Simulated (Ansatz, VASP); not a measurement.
**One calculation of MgO, two programs**

```xyz
2
Lattice="0.0000 2.1633 2.1633 2.1633 0.0000 2.1633 2.1633 2.1633 0.0000" Properties=species:S:1:pos:R:3 pbc="T T T"
Mg    0.0000    0.0000    0.0000
O     2.1633    2.1633    2.1633
```

Alike in both runs: task single point; functional PBE; k mesh 8 × 8 × 8; no spin polarisation.

|  | VASP | Ansatz |
| --- | --- | --- |
| version | VASP 6.6.1 | Ansatz 0.2.0 |
| potentials or method | VASP PAW PBE potentials, release 64 (Mg, O), cutoff 600 eV | plane waves, PAW |
| occupations | gaussian, width 0.01 eV | fixed |
| valence electrons in the cell | 8 | 16 |

VASP gave:

| Property | Result |
| --- | --- |
| pressure (GPa) | -7.8 |

**Question.** Estimate Ansatz's values.

**Answer.** Pressure (GPa): -6.8.

VASP's potentials hold 8 valence electrons a cell and Ansatz's 16, so a difference there can come from the potentials and not from the codes.
